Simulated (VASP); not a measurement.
# Bi (Fm-3m) in VASP: a series of runs

The runs below take Bi through single point, with PBE.

Program: VASP 6.6.1. These are calculated values, not measurements. Logs are shortened: lines on timing, memory, paths and dates and some standing lists are left out, and cuts for length are marked.

## Step 1: The cell of the first run

Symmetry: Fm-3m, No. 225, cubic system. The conventional cell has a = 5.028 Å, b = 5.028 Å, c = 5.028 Å, α = 90.00°, β = 90.00°, γ = 90.00°. Within 4.7 Å of Bi (site symmetry m-3m) lie 12 Bi at 3.56 Å.

This isn't the form of Bi at room conditions, which is rhombohedral.

## Step 2: Single point, PBE

File INCAR:

```
ALGO = Normal
EDIFF = 1E-7
ENCUT = 520
GGA = PE
ISIF = 2
ISMEAR = -1
LASPH = True
LCHARG = False
LREAL = False
LWAVE = False
NBANDS = 14
NELM = 80
PREC = Accurate
SIGMA = 0.06122561905347299
```

File KPOINTS:

```
k-points
0
Gamma
  19 19 19
```

File POSCAR:

```
Bi
1.0
    0.0000000000      2.5138126108      2.5138126108
    2.5138126108      0.0000000000      2.5138126108
    2.5138126108      2.5138126108      0.0000000000
Bi
1
Direct
    0.0000000000      0.0000000000      0.0000000000
```

Potentials or basis: VASP PAW PBE potentials, release 64 (Bi_d).

The run is started by

```
$ cat potpaw_PBE.64/Bi_d/POTCAR > POTCAR
$ mpirun -np 1 vasp_std > vasp.out
```

OUTCAR:

```text
EDIFF = 1E-7
   ENCUT = 520
   GGA = PE
   ISIF = 2
   ISMEAR = -1
   LASPH = True
   LREAL = False
   NELM = 80
   PREC = Accurate

 ion  position               nearest neighbor table
   1  0.000  0.000  0.000-

  LATTYP: Found a face centered cubic cell.
 ALAT       =     5.0276252216

  Lattice vectors:

 A1 = (   0.0000000000,   2.5138126108,   2.5138126108)
 A2 = (   2.5138126108,   0.0000000000,   2.5138126108)
 A3 = (   2.5138126108,   2.5138126108,   0.0000000000)

Analysis of symmetry for initial positions (statically):
=====================================================================
 Subroutine PRICEL returns:
 Original cell was already a primitive cell.

 Routine SETGRP: Setting up the symmetry group for a
 face centered cubic supercell.

 Subroutine GETGRP returns: Found 48 space group operations
 (whereof 48 operations were pure point group operations)
 out of a pool of 48 trial point group operations.

The static configuration has the point symmetry O_h .

Analysis of symmetry for dynamics (positions and initial velocities):
=====================================================================
 Subroutine PRICEL returns:
 Original cell was already a primitive cell.

 Routine SETGRP: Setting up the symmetry group for a
 face centered cubic supercell.

 Subroutine GETGRP returns: Found 48 space group operations
 (whereof 48 operations were pure point group operations)
 out of a pool of 48 trial point group operations.

The dynamic configuration has the point symmetry O_h .

 Subroutine INISYM returns: Found 48 space group operations
 (whereof 48 operations are pure point group operations),
 and found     1 'primitive' translations

----------------------------------------------------------------------------------------

                                     Primitive cell

  volume of cell :      31.7708

  direct lattice vectors                    reciprocal lattice vectors
     0.000000000  2.513812611  2.513812611    -0.198901063  0.198901063  0.198901063
     2.513812611  0.000000000  2.513812611     0.198901063 -0.198901063  0.198901063
     2.513812611  2.513812611  0.000000000     0.198901063  0.198901063 -0.198901063

  length of vectors
     3.555067887  3.555067887  3.555067887     0.344506746  0.344506746  0.344506746

  position of ions in fractional coordinates (direct lattice)
     0.000000000  0.000000000  0.000000000

  ion indices of the primitive-cell ions
   primitive index   ion index
                 1           1

----------------------------------------------------------------------------------------

 KPOINTS: k-points

Automatic generation of k-mesh.
 Grid dimensions read from file:
 generate k-points for:   19   19   19

 Generating k-lattice:

  Cartesian coordinates                     Fractional coordinates (reciprocal lattice)
    -0.010468477  0.010468477  0.010468477     0.052631579  0.000000000  0.000000000
     0.010468477 -0.010468477  0.010468477     0.000000000  0.052631579  0.000000000
     0.010468477  0.010468477 -0.010468477     0.000000000  0.000000000  0.052631579

  Length of vectors
     0.018131934  0.018131934  0.018131934

  Shift w.r.t. Gamma in fractional coordinates (k-lattice)
     0.000000000  0.000000000  0.000000000

 Subroutine IBZKPT returns following result:
 ===========================================

 Found    220 irreducible k-points:

 Following reciprocal coordinates:
            Coordinates               Weight
  0.000000  0.000000  0.000000      1.000000
  0.052632  0.000000  0.000000      8.000000
  0.105263  0.000000  0.000000      8.000000
  0.157895  0.000000  0.000000      8.000000
  0.210526  0.000000  0.000000      8.000000
  0.263158  0.000000  0.000000      8.000000
[... 16 lines left out ...]
 -0.315789  0.052632  0.000000     24.000000
 -0.263158  0.052632  0.000000     24.000000
 [... further k-points ...]
   k-points           NKPTS =    220   k-points in BZ     NKDIM =    220   number of bands    NBANDS=     14
   number of dos      NEDOS =    301   number of ions     NIONS =      1
   total plane-waves  NPLWV =  21952
   dimension x,y,z NGX =    28 NGY =   28 NGZ =   28
   dimension x,y,z NGXF=    56 NGYF=   56 NGZF=   56
   ions per type =               1
   NGX,Y,Z   is equivalent  to a cutoff of  13.09, 13.09, 13.09 a.u.
   NGXF,Y,Z  is equivalent  to a cutoff of  26.19, 26.19, 26.19 a.u.
 SYSTEM =  unknown system
   PREC   = accura    normal or accurate (medium, high low for compatibility)
   ISTART =      0    job   : 0-new  1-cont  2-samecut
   ICHARG =      2    charge: 1-file 2-atom 10-const
   ISPIN  =      1    spin polarized calculation?
   LNONCOLLINEAR =      F non collinear calculations
   LSORBIT =      F    spin-orbit coupling
   LASPH  =      T    aspherical Exc in radial PAW
   ENCUT  =  520.0 eV  38.22 Ry    6.18 a.u.   6.61  6.61  6.61*2*pi/ulx,y,z
   NELM   =     80;   NELMIN=  2; NELMDL= -5     # of ELM steps
   EDIFF  = 0.1E-06   stopping-criterion for ELM
   LREAL  =      F    real-space projection
   EDIFFG = 0.1E-05   stopping-criterion for IOM
   NSW    =      0    number of steps for IOM
   IBRION =     -1    ionic relax: 0-MD 1-quasi-New 2-CG
   NFREE  =      0    steps in history (QN), initial steepest desc. (CG)
   ISIF   =      2    stress and relaxation
   ISYM   =      2    0-nonsym 1-usesym 2-fastsym
   POTIM  = 0.5000    time-step for ionic-motion
   TEBEG  =    0.0;   TEEND  =   0.0 temperature during run
   PSTRESS=    0.0 pullay stress
   NELECT =      15.0000    total number of electrons
   NUPDOWN=      -1.0000    fix difference up-down
   EMIN   =  10.00;   EMAX   =-10.00  energy-range for DOS
   EFERMI =   0.00;   METHOD = LEGACY
   ISMEAR =    -1;   SIGMA  =   0.06  broadening in eV -4-tet -1-fermi 0-gaus
   EFERMI_NEDOS =   21; number of points for ismear=-14 and -15
   IALGO  =     38    algorithm
   IMIX   =      4    mixing-type and parameters
     AMIX     =   0.40;   BMIX     =  1.00
     AMIX_MAG =   1.60;   BMIX_MAG =  1.00
  volume/ion in A,a.u.               =      31.77       214.40
  Fermi-wavevector in a.u.,A,eV,Ry     =   1.274762  2.408950 22.109705  1.625017
  Thomas-Fermi vector in A             =   2.407512
   LORBIT       =      0    0 simple, 1 ext, 2 COOP (PROOUT), +10 PAW based schemes
   GGA     = PE    functional components
   LHFCALC =     F    Hartree Fock is set to
   AEXX    =    0.0000 exact exchange contribution
   IVDW    =     0    specifies the selected vdW correction
   LEPSILON=     F    determine dielectric tensor
   LRPA    =     F    only Hartree local field effects (RPA)
 non-spin polarized calculation
  energy-cutoff  :      520.00
  volume of cell :       31.77
 maximum number of plane-waves:       881
   NGX = 13   NGY = 13   NGZ = 13

 number of electron      15.0000001 magnetization

 Free energy of the ion-electron system (eV)
  ---------------------------------------------------
  ext. energy  EPLUGINS =         0.00000000
  ---------------------------------------------------
  free energy    TOTEN  =        -3.70810227 eV

  energy without entropy =       -3.69925619  energy(sigma->0) =       -3.70367923

 E-fermi :   7.7831     XC(G=0): -10.1980

 val. band max:        7.7667717835   @ k =  -0.3684   0.3684   0.1579
 cond. band min:       7.7904819237   @ k =  -0.1579   0.2632   0.1053
 fundamental gap:      0.0237101402
 Fermi energy:         7.7830749313

 k-point     1 :       0.0000    0.0000    0.0000
  band No.  band energies     occupation
      1     -15.3428      2.00000
      2     -15.3428      2.00000
      3     -15.3428      2.00000
      4     -15.2779      2.00000
      5     -15.2779      2.00000
      6      -5.7198      2.00000
      7      12.5527      0.00000
      8      12.5527      0.00000
      9      12.5527      0.00000
     10      16.3519      0.00000
     11      16.8219      0.00000
     12      18.4429      0.00000
     13      18.4429      0.00000
     14      18.4429      0.00000

 k-point     2 :       0.0526    0.0000    0.0000
  band No.  band energies     occupation
      1     -15.3425      2.00000
      2     -15.3408      2.00000
      3     -15.3408      2.00000
      4     -15.2779      2.00000
      5     -15.2779      2.00000
      6      -5.6732      2.00000
      7      11.9420      0.00000
      8      12.4963      0.00000
      9      12.4963      0.00000
     10      16.4659      0.00000
     11      16.8147      0.00000
     12      18.5447      0.00000
     13      18.5447      0.00000
     14      19.1167      0.00000

 k-point     3 :       0.1053    0.0000    0.0000
  band No.  band energies     occupation
      1     -15.3415      2.00000
      2     -15.3354      2.00000
      3     -15.3354      2.00000
      4     -15.2775      2.00000
      5     -15.2775      2.00000
      6      -5.5340      2.00000
      7      10.6444      0.00000
      8      12.3411      0.00000
      9      12.3411      0.00000
     10      16.0065      0.00000
     11      17.6457      0.00000
     12      18.8123      0.00000
     13      18.8123      0.00000
     14      20.0397      0.00000

 k-point     4 :       0.1579    0.0000    0.0000
  band No.  band energies     occupation
      1     -15.3401      2.00000
      2     -15.3292      2.00000
      3     -15.3292      2.00000
      4     -15.2746      2.00000
      5     -15.2746      2.00000
      6      -5.3047      2.00000
      7       9.1721      0.00000
      8      12.1203      0.00000
      9      12.1203      0.00000
     10      15.6196      0.00000
     11      18.5839      0.00000
     12      19.0417      0.00000
     13      19.0417      0.00000
     14      19.3672      0.00000

 k-point     5 :       0.2105    0.0000    0.0000
  band No.  band energies     occupation
      1     -15.3386      2.00000
      2     -15.3255      2.00000
      3     -15.3255      2.00000
      4     -15.2669      2.00000
      5     -15.2669      2.00000
      6      -4.9902      2.00000
      7       7.7035      1.57148
      8      11.8707      0.00000
      9      11.8707      0.00000
     10      15.3309      0.00000
     11      18.6193      0.00000
[... 276 lines left out ...]
 k-point    22 :      -0.3684    0.0526    0.0000
  band No.  band energies     occupation
      1     -15.3338      2.00000
      2     -15.3318      2.00000
      3     -15.3300      2.00000
      4     -15.2273      2.00000
      5     -15.2185      2.00000
      6      -3.5042      2.00000
      7       3.6811      2.00000
      8      10.5226      0.00000
      9      11.2937      0.00000
     10      15.3458      0.00000
     11      16.2462      0.00000
     12      17.5681      0.00000
     13      18.5752      0.00000
     14      22.4537      0.00000

 k-point    23 :      -0.3158    0.0526    0.0000
  band No.  band energies     occupation
      1     -15.3351      2.00000
      2     -15.3282      2.00000
      3     -15.3270      2.00000
      4     -15.2421      2.00000
      5     -15.2291      2.00000
      6      -3.9620      2.00000
      7       4.6919      2.00000
      8      10.6187      0.00000
      9      11.5481      0.00000
     10      15.3682      0.00000
     11      16.6586      0.00000
     12      17.7409      0.00000
     13      18.9444      0.00000
     14      21.4851      0.00000

 k-point    24 :      -0.2632    0.0526    0.0000
  band No.  band energies     occupation
      1     -15.3368      2.00000
      2     -15.3247      2.00000
      3     -15.3240      2.00000
      4     -15.2579      2.00000
      5     -15.2423      2.00000
      6      -4.4183      2.00000
      7       5.8970      2.00000
      8      10.7847      0.00000
      9      11.8284      0.00000
     10      15.4503      0.00000
     11      17.1750      0.00000
     12      18.0160      0.00000
     13      19.3890      0.00000
     14      20.4130      0.00000

 [... further k-points ...]

------------------------ aborting loop because EDIFF is reached ----------------------------------------

  FORCE on cell =-STRESS in cart. coord.  units (eV):
  Direction    XX          YY          ZZ          XY          YZ          ZX
  --------------------------------------------------------------------------------------
  -------------------------------------------------------------------------------------
  Total       -0.0130820     -0.0130820     -0.0130820      0.0000000     -0.0000000     -0.0000000
  in kB       -0.6597123     -0.6597123     -0.6597123      0.0000000     -0.0000000     -0.0000000
  external PRESSURE =      -0.6597123 kB  Pullay stress =       0.0000000 kB

 VOLUME and BASIS-vectors are now :
 -----------------------------------------------------------------------------
  energy-cutoff  :      520.00
  volume of cell :       31.77
      direct lattice vectors                 reciprocal lattice vectors
     0.000000000  2.513812611  2.513812611    -0.198901063  0.198901063  0.198901063
     2.513812611  0.000000000  2.513812611     0.198901063 -0.198901063  0.198901063
     2.513812611  2.513812611  0.000000000     0.198901063  0.198901063 -0.198901063

 POSITION                                       TOTAL-FORCE (eV/Angst)
 -----------------------------------------------------------------------------------
      0.00000      0.00000      0.00000         0.000000      0.000000     -0.000000
 -----------------------------------------------------------------------------------
    total drift:                               -0.000000     -0.000000     -0.000000

  FREE ENERGIE OF THE ION-ELECTRON SYSTEM (eV)
  ---------------------------------------------------
  free  energy   TOTEN  =        -3.7081022679 eV

  energy  without entropy=       -3.6992561904  energy(sigma->0) =       -3.70367923
```

Wall time 100 s (1 thread of AMD EPYC 7R43 (Zen 3), shared host); peak memory 0.18 GiB.

What came out:

| Quantity | Value |
| --- | --- |
| Free energy | -3.7081 eV |
| Pressure | -0.1 GPa |
| Band gap on the k mesh | zero (an odd number of electrons rules out a gap without spin polarisation) |

Caveat: spin-orbit coupling is left out, which moves the levels of the heavy elements.

## Step 3: Single point, PBE

This run uses another cell than the first one, of 32.41 Å³/atom.

File INCAR:

```
SYSTEM = Bi
PREC = Accurate
ENCUT = 520
EDIFF = 1E-6
ISMEAR = -1
SIGMA = 0.06122561905347299
LREAL = .False.
LASPH = .True.
NELM = 100
ALGO = Normal
ISIF = 2
LWAVE = .False.
LCHARG = .False.
GGA = PE
NBANDS = 14
```

File KPOINTS:

```
regular mesh
0
Gamma
  19 19 19
  0 0 0
```

File POSCAR:

```
Bi
1.0
    0.0000000000      2.5304608616      2.5304608616
    2.5304608616      0.0000000000      2.5304608616
    2.5304608616      2.5304608616      0.0000000000
Bi
1
Direct
    0.0000000000      0.0000000000      0.0000000000
```

Potentials or basis: VASP PAW PBE potentials, release 64 (Bi_d).

The run is started by

```
$ cat potpaw_PBE.64/Bi_d/POTCAR > POTCAR
$ mpirun -np 1 vasp_std > vasp.out
```

Wall time 89 s (1 thread of AMD EPYC 7R43 (Zen 3), shared host); peak memory 0.19 GiB.

The run converged. Its results:

```yaml
Free_energy: -3.7062 eV
Pressure: -1.0 GPa
Band_gap_on_the_k_mesh: zero (an odd number of electrons rules out a gap without spin polarisation)
```

Levels at points of the mesh, in eV from the Fermi level:
```csv
k point,band 5,band 6,band 7,band 8,band 9,band 10
"(0.00, 0.00, 0.00)",-23.06,-13.37,4.64,4.64,4.64,8.34
```

Caveat: spin-orbit coupling is left out, which moves the levels of the heavy elements.

[end of part 1 of 2]

The gap in the log of VASP goes by the Fermi energy; the results here count the filled bands.